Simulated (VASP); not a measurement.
A run of VASP 6.6.1 is set up as follows.

INCAR

```
SYSTEM = GdO
ALGO = Normal
EDIFF = 1E-7
ENCUT = 520
GGA = PE
ISIF = 2
ISMEAR = -1
ISPIN = 2
LASPH = .True.
LCHARG = .True.
LELF = .True.
LMAXMIX = 6
LORBIT = 11
LREAL = .False.
LVHAR = .True.
LWAVE = .False.
MAGMOM = 7 0
NBANDS = 23
NELM = 150
PREC = Accurate
SIGMA = 0.05
```

The input KPOINTS:

```
k-points
0
Gamma
  10 10 9
  0 0 0
```

File POSCAR:

```
GdO
1.0
    3.1132995800      0.0000000000      0.0000000000
   -1.5566497900      2.6961965200      0.0000000000
    0.0000000000      0.0000000000      3.0384261400
Gd O
1 1
Direct
    0.0000000000      0.0000000000      0.0000000000
    0.6666666667      0.3333333333      0.5000000000
```

Potentials or basis: VASP PAW PBE potentials, release 64 (Gd, O).

The run is started by

```bash
$ cat potpaw_PBE.64/Gd/POTCAR potpaw_PBE.64/O/POTCAR > POTCAR
$ mpirun -np 1 vasp_std > vasp.out
```

Task: Estimate the net moment.

Result: 7.18 μB per cell.

Task: Predict the site moments.

Result: Gd +6.83; O -0.02 μB.

Task: Estimate the pressure.

Result: 31.6 GPa.

Stress tensor (GPa, compression positive):
```
32.28  0.00  0.00
 0.00 32.28  0.00
 0.00  0.00 30.37
```

Caveat: a cell with one magnetic atom can't hold antiferromagnetic order, which such compounds often take. The state reached can hang on the start; a lower one may exist.
